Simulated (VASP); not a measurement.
Set up this calculation in VASP 6.6.1, as the native input.

| Quantity | Value |
| --- | --- |
| Task | electric field gradients |
| Functional | r2SCAN |
| Potentials or basis | VASP PAW PBE potentials, release 64 (Rh_pv) |
| Cutoff | 440 eV |
| k mesh | 18 × 18 × 18 |
| Occupations | fermi-dirac, width 0.05 eV |
| Spin | no spin polarisation |
| Dipole correction | no |
| Further INCAR settings | ALGO = Normal; EDIFF = 1e-08; NBANDS = 14 |

The system is Rh.

```
Rh
1.0
     0.00000    1.90299    1.90299
     1.90299    0.00000    1.90299
     1.90299    1.90299    0.00000
Rh
1
Direct
  0.00000 0.00000 0.00000
```

One way to write it, as run:

POSCAR

```
Rh
1.0
    0.0000000000      1.9029860865      1.9029860865
    1.9029860865      0.0000000000      1.9029860865
    1.9029860865      1.9029860865      0.0000000000
Rh
1
Direct
    0.0000000000      0.0000000000      0.0000000000
```

INCAR.step1

```
  ALGO = Normal
  EDIFF = 1E-5
  ENCUT = 440
  GGA = PE
  GGA_COMPAT = False
  ISMEAR = -1
  LASPH = True
  LCHARG = False
  LREAL = False
  LWAVE = True
  NBANDS = 14
  NELM = 120
  PREC = Accurate
  SIGMA = 0.05
```

INCAR.step2

```
  ALGO = Normal
  EDIFF = 1E-8
  ENCUT = 440
  GGA_COMPAT = False
  ISIF = 2
  ISMEAR = -1
  ISTART = 1
  LASPH = True
  LCHARG = False
  LEFG = True
  LMIXTAU = True
  LREAL = False
  LWAVE = False
  METAGGA = R2SCAN
  NBANDS = 14
  NELM = 120
  PREC = Accurate
  SIGMA = 0.05
```

KPOINTS

```
k-points
0
Gamma
  18 18 18
```

Potentials or basis: VASP PAW PBE potentials, release 64 (Rh_pv).

Command:

```console
$ cat potpaw_PBE.64/Rh_pv/POTCAR > POTCAR
$ cp INCAR.step1 INCAR
$ mpirun -np 1 vasp_std > vasp.out
$ cp INCAR.step2 INCAR
$ mpirun -np 1 vasp_std > vasp.out
```

It gave:

```json
{
  "Pressure": "-0.4 GPa",
  "Band gap on the k mesh": "zero (an odd number of electrons rules out a gap without spin polarisation)",
  "Largest electric field gradient by atom": "zero within the noise of the run"
}
```

Caveat: an empty level that is flat over the whole mesh can mark a ghost state of the potentials, or a narrow d or f band; the PAW data sets were made with another functional, which shifts forces and pressure a little.

It took 79 s on 1 thread of Intel(R) Xeon(R) Platinum 8559C (Emerald Rapids), on a shared host, peak memory 0.14 GiB.
